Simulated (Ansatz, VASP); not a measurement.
**One calculation of PdPt2Se3, two programs**

Contents of INCAR:

```
SYSTEM = PdPt2Se3
PREC     = Accurate       ! precision mode
ENCUT    = 520            ! plane-wave cutoff, eV
EDIFF    = 1E-6           ! SCF threshold, eV
ISMEAR   = 0              ! smearing method
SIGMA    = 0.1            ! smearing width, eV
LREAL    = .FALSE.        ! projectors in reciprocal space
LASPH    = .TRUE.         ! aspherical terms in the spheres
NELM     = 100            ! most SCF steps
ALGO     = Normal         ! electronic algorithm
ISIF     = 2              ! what is computed and relaxed
LWAVE    = .FALSE.        ! write WAVECAR
LCHARG   = .TRUE.         ! write CHGCAR
GGA      = PE             ! functional
LELF     = .TRUE.         ! ELF
LVHAR    = .TRUE.       
NBANDS   = 33             ! bands
```

KPOINTS

```
Automatic mesh
0
G
  3 3 6
  0 0 0
```

File POSCAR:

```
PdPt2Se3
1.0
    6.3090639400      0.0000000000      0.0000000000
   -3.1545319700      5.4638096500      0.0000000000
    0.0000000000      0.0000000000      3.7085333400
Pd Pt Se
1 2 3
Direct
    0.0000000000      0.0000000000      0.5000000000
    0.3333333300      0.6666666700      0.5000000000
    0.6666666700      0.3333333300      0.5000000000
    0.0000000000      0.5000000000      0.0000000000
    0.5000000000      0.0000000000      0.0000000000
    0.5000000000      0.5000000000      0.0000000000
```

Input for Ansatz:

```yaml
crystal:
  lattice:
    - [6.30906394, 0.0, 0.0]
    - [-3.15453197, 5.46380965, 0.0]
    - [0.0, 0.0, 3.70853334]
  atoms:
    - { symbol: Pd, position: [0.0, 0.0, 0.5] }
    - { symbol: Pt, position: [0.33333333, 0.66666667, 0.5] }
    - { symbol: Pt, position: [0.66666667, 0.33333333, 0.5] }
    - { symbol: Se, position: [0.0, 0.5, 0.0] }
    - { symbol: Se, position: [0.5, 0.0, 0.0] }
    - { symbol: Se, position: [0.5, 0.5, 0.0] }
basis:
  ecutwfc: 420
kpoints:
  mp_grid: { grid: [3, 3, 6] }
hamiltonian:
  xc: pbe
scf:
  occupations: { method: gaussian, width: 0.1 }
  lower_state_search: "off"
output:
  forces: true
  stress: true
  eigenvalues: true
```

Change from the starting cell: species swapped into the TmB2Rh3 type (P6/mmm, No. 191).

Alike in both runs: task single point; functional PBE; k mesh 3 × 3 × 6; occupations gaussian, width 0.1 eV; no spin polarisation.

|  | VASP | Ansatz |
| --- | --- | --- |
| version | VASP 6.6.1 | Ansatz 0.2.0 |
| potentials or method | VASP PAW PBE potentials, release 64 (Pd, Pt, Se), cutoff 520 eV | scalar-relativistic, plane waves, PAW |
| valence electrons in the cell | 48 | 102 |

VASP gave:

| Item | Value |
| --- | --- |
| gap on the k mesh at the Fermi level (eV) | none |
| pressure (GPa) | 0.4 |
| traceless stress, the component that is largest in VASP (GPa) | -0.94 |

Task: Which values does Ansatz return?

Result: gap on the k mesh at the Fermi level (eV): none; pressure (GPa): 0.4; traceless stress, the component that is largest in VASP (GPa): -0.95.

A gap of «none» marks a metal or a gap that the smearing closes. VASP's potentials hold 48 valence electrons a cell and Ansatz's 102, so a difference there can come from the potentials and not from the codes.

The k mesh is coarse, so the values compare programs but aren't converged. Spin-orbit coupling is off throughout.
